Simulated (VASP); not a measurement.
**MgS: single point with r2SCAN**

MgS:

```
Mg S
1.0
     0.00000    2.61513    2.61513
     2.61513    0.00000    2.61513
     2.61513    2.61513    0.00000
Mg S
1 1
Direct
  0.00000 0.00000 0.00000
  0.50000 0.50000 0.50000
```

```json
{"Program": "VASP 6.6.1", "Task": "single point", "Functional": "r2SCAN", "Potentials or basis": "VASP PAW PBE potentials, release 64 (Mg, S)", "Cutoff": "520 eV", "k mesh": "8 × 8 × 8", "Occupations": "gaussian, width 0.02 eV", "Spin": "no spin polarisation", "Dipole correction": "no", "Further INCAR settings": "ALGO = Normal; EDIFF = 1e-06; NBANDS = 11"}
```

```yaml
Pressure: -1.7 GPa
Band_gap_on_the_k_mesh: 3.40 eV (least direct gap 4.48 eV)
```

Levels at points of the mesh, in eV from the valence-band top:
```csv
k point,band 2,band 3,band 4,band 5,band 6,band 7
"(0.00, 0.00, 0.00)",0.00,0.00,0.00,4.48,8.54,8.54
"(0.50, 0.00, 0.00)",-4.79,-0.60,-0.60,5.19,7.48,7.48
"(0.50, 0.50, 0.00)",-4.19,-1.69,-1.69,3.40,4.97,12.98
```

Wall time 40 s on 1 thread of Intel(R) Xeon(R) Platinum 8488C (Sapphire Rapids), on a shared host, peak memory 0.16 GiB.

Caveat: the PAW data sets were made with another functional, which shifts forces and pressure a little. A k mesh can miss the band edges.
